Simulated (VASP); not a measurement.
Sb: single point with PBEsol+D4

Sb:

```
Sb
1.0
    -1.85321    1.85321    1.85321
     1.85321   -1.85321    1.85321
     1.85321    1.85321   -1.85321
Sb
1
Direct
  0.00000 0.00000 0.00000
```

```json
{
  "Program": "VASP 6.6.1",
  "Task": "single point",
  "Functional": "PBEsol",
  "Dispersion": "D4",
  "Potentials or basis": "VASP PAW PBE potentials, release 64 (Sb)",
  "Cutoff": "520 eV",
  "k mesh": "10 × 10 × 10",
  "Occupations": "fermi-dirac, width 0.05 eV",
  "Spin": "no spin polarisation"
}
```

- Pressure: 0.0 GPa
- Dispersion energy per atom: -0.344 eV

Levels at points of the mesh, in eV from the Fermi level:
```tsv
k point	band 1	band 2	band 3	band 4	band 5	band 6	band 7
(0.00, 0.00, 0.00)	-13.29	5.95	5.95	5.95	10.84	10.84	10.84
(0.50, 0.00, 0.00)	-8.91	-5.94	1.83	3.93	6.63	7.03	14.14
(0.50, 0.50, 0.50)	-5.32	-2.11	-2.11	-2.11	2.85	2.85	17.97
```

Wall time 8.5 s on 1 thread of Intel Xeon 8259CL, with other jobs on the host, peak memory 0.14 GiB.

Caveat: the PAW data sets were made with another functional, which shifts forces and pressure a little; spin-orbit coupling is left out, which moves the levels of the heavy elements; pairwise dispersion overbinds metals, which lowers pressure and volume.
